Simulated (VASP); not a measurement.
# Ag: single point with r2SCAN

The system is Ag.

```
Ag
1.0
     2.78755    0.00000    0.00000
    -1.39377    2.41409    0.00000
     0.00000    0.00000    4.74785
Ag
2
Direct
  0.33333 0.66667 0.25000
  0.66667 0.33333 0.75000
```

This cell differs from its parent crystal: strain -0.0400 x Voigt [1, 1, 0, 0, 0, 0].

```
Program             : VASP 6.6.1
Task                : single point
Functional          : r2SCAN
Potentials or basis : VASP PAW PBE potentials, release 64 (Ag)
Cutoff              : 520 eV
k mesh              : 24 × 24 × 14
Occupations         : gaussian, width 0.15 eV
Spin                : no spin polarisation
```

```json
{
  "Pressure": "11.0 GPa",
  "Band gap on the k mesh": "zero (bands 11 and 12 overlap by 8.48 eV)"
}
```

Stress tensor (GPa, compression positive):
```
12.95  0.00  0.00
 0.00 12.95  0.00
 0.00  0.00  7.25
```

Levels at points of the mesh, in eV from the Fermi level:
| k point | band 7 | band 8 | band 9 | band 10 | band 11 | band 12 | band 13 | band 14 | band 15 | band 16 |
| --- | --- | --- | --- | --- | --- | --- | --- | --- | --- | --- |
| (0.00, 0.00, 0.00) | -5.12 | -4.51 | -4.51 | -3.52 | -3.52 | -0.90 | 3.45 | 16.78 | 17.67 | 18.97 |
| (0.50, 0.00, 0.00) | -4.24 | -3.38 | -3.23 | -3.11 | 0.19 | 1.91 | 7.28 | 7.49 | 10.13 | 10.97 |
| (0.00, 0.00, 0.50) | -5.20 | -5.20 | -3.86 | -3.86 | -3.86 | -3.86 | 11.09 | 11.09 | 17.17 | 17.17 |
| (0.50, 0.00, 0.50) | -3.57 | -3.57 | -3.16 | -3.16 | 0.78 | 0.78 | 5.24 | 5.24 | 14.52 | 14.52 |

It took 4.3 min on 1 thread of Intel(R) Xeon(R) 6975P-C (Granite Rapids) (shared host), peak memory 0.33 GiB.

Caveat: the cell differs from its parent crystal (strain -0.0400 x Voigt [1, 1, 0, 0, 0, 0]); the stress differs along the axes, from 7 to 13 GPa; the PAW data sets were made with another functional, which shifts forces and pressure a little.
